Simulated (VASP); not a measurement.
Runs of VASP 6.6.1 on W. The structure is that of space group Im-3m (No. 229), or close to it. The cells are those of the table. 

```csv
cell,gap on the mesh (eV),pressure (GPa)
"a = 2.697 Å, angles 109.5°, 1 atom",none,9.2
"a = 2.705 Å, angles 109.5°, 1 atom",none,(a)
"a = 2.715 Å, angles 109.5°, 1 atom",none,2.0
"a = 2.678 Å, angles 109.5°, 1 atom",none,17.4
"a = 2.690 Å, angles 109.5°, 1 atom",none,(b)
"a = 2.712 Å, angles 109.5°, 1 atom",none,3.0
"a = 2.710 Å, angles 109.5°, 1 atom",none,4.0
```

Alike in all rows: task single point; level LDA; potentials or basis VASP PAW LDA potentials, release 64 (W_sv); no spin polarisation; k mesh 24 × 24 × 24; cutoff (eV) 520; smearing fermi-dirac 0.1 eV.

Question: Estimate the missing entries.

Answer: (a) 6.1; (b) 12.2.

Caveats: spin-orbit coupling is left out, which moves the levels of the heavy elements.

A k mesh can miss the band edges, and the runs leave out spin-orbit coupling on W.

A gap of «none» marks levels without a gap at the run's occupations.
